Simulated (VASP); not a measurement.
Here is a VASP 6.6.1 calculation.

The input POSCAR:

```
CaF2
1.0
    0.0000000000      2.7195929737      2.7195929737
    2.7195929737      0.0000000000      2.7195929737
    2.7195929737      2.7195929737      0.0000000000
Ca F
1 2
Direct
    0.0000000000      0.0000000000      0.0000000000
    0.2500000000      0.2500000000      0.2500000000
    0.7500000000      0.7500000000      0.7500000000
```

File INCAR.step1:

```
  PREC = Accurate
  ENCUT = 520
  EDIFF = 1E-5
  ISMEAR = 0
  SIGMA = 0.01
  LREAL = False
  LASPH = True
  NELM = 120
  ALGO = Normal
  ISIF = 2
  LWAVE = True
  LCHARG = False
  NBANDS = 19
  GGA = PE
  GGA_COMPAT = False
```

The input INCAR.step2:

```
  PREC = Accurate
  ENCUT = 520
  EDIFF = 1E-6
  ISMEAR = 0
  SIGMA = 0.01
  LREAL = False
  LASPH = True
  NELM = 120
  ALGO = Normal
  ISIF = 2
  LWAVE = False
  LCHARG = False
  GGA = PE
  LHFCALC = True
  AEXX = 0.35
  HFSCREEN = 0.3
  PRECFOCK = Normal
  NBANDS = 19
  ISTART = 1
  GGA_COMPAT = False
```

File KPOINTS:

```
Automatic mesh
0
Gamma
  4 4 4
```

Potentials or basis: VASP PAW PBE potentials, release 64 (Ca_sv, F).

Command:

```sh
$ cat potpaw_PBE.64/Ca_sv/POTCAR potpaw_PBE.64/F/POTCAR > POTCAR
$ cp INCAR.step1 INCAR
$ mpirun -np 1 vasp_std > vasp.out
$ cp INCAR.step2 INCAR
$ mpirun -np 1 vasp_std > vasp.out
```

Q: Predict the band gap on the k mesh.

A: 9.88 eV (least direct gap 10.16 eV).

Q: What does it give for the pressure?

A: 1.1 GPa.

Caveat: the k points lie up to 0.50 Å⁻¹ apart; the PAW data sets were made with another functional, which shifts forces and pressure a little. A k mesh can miss the band edges.
